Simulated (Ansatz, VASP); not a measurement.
**One calculation of MnHg, two programs**

INCAR

```
PREC = Accurate
ENCUT = 520
EDIFF = 1E-7
ISMEAR = -1
SIGMA = 0.1
LREAL = F
LASPH = T
NELM = 100
ALGO = Normal
ISIF = 2
LWAVE = F
LCHARG = T
GGA = PE
LELF = T
LVHAR = T
NBANDS = 20
```

KPOINTS

```
Automatic mesh
0
Gamma
  10 10 10
```

POSCAR

```
MnHg
1.0
    2.9711713470      0.0000000000      0.0000000000
    0.0000000000      2.9711713470      0.0000000000
    0.0000000000      0.0000000000      2.9711713470
Mn Hg
1 1
Direct
    0.5000000000      0.5000000000      0.5000000000
    0.0000000000      0.0000000000      0.0000000000
```

Input for Ansatz:

```yaml
crystal:
  lattice:
    - [2.971171347, 0.0, 0.0]
    - [0.0, 2.971171347, 0.0]
    - [0.0, 0.0, 2.971171347]
  atoms:
    - { symbol: Mn, position: [0.5, 0.5, 0.5] }
    - { symbol: Hg, position: [0.0, 0.0, 0.0] }
kpoints:
  mp_grid: { grid: [10, 10, 10] }
scf:
  occupations: { method: fermi_dirac, width: 0.1 }
  lower_state_search: "off"
hamiltonian:
  xc: pbe
  pseudopotentials: { kind: paw }
output:
  forces: true
  stress: true
  eigenvalues: true
```

Change from the starting cell: volume scaled by 0.72, no spin polarisation, PAW files.

Alike in both runs: task single point; functional PBE; k mesh 10 × 10 × 10; occupations fermi-dirac, width 0.1 eV; no spin polarisation.

```csv
,VASP,Ansatz
version,VASP 6.6.1,Ansatz 0.2.0
potentials or method,"VASP PAW PBE potentials, release 64 (Mn_pv, Hg)","PAW with Ansatz's default frozen-core files, scalar-relativistic"
plane-wave cutoff (eV),520,420
valence electrons in the cell,25,35
```

Ansatz gave:

```
pressure (GPa) : 39.6
```

Problem. Estimate VASP's values.

Solution. Pressure (GPa): 42.5.

Both programs put the cell under a high pressure, so it lies far from rest at this level. VASP's potentials hold 25 valence electrons a cell and Ansatz's 35, so a difference there can come from the potentials and not from the codes.

Neither program's run includes spin-orbit coupling.
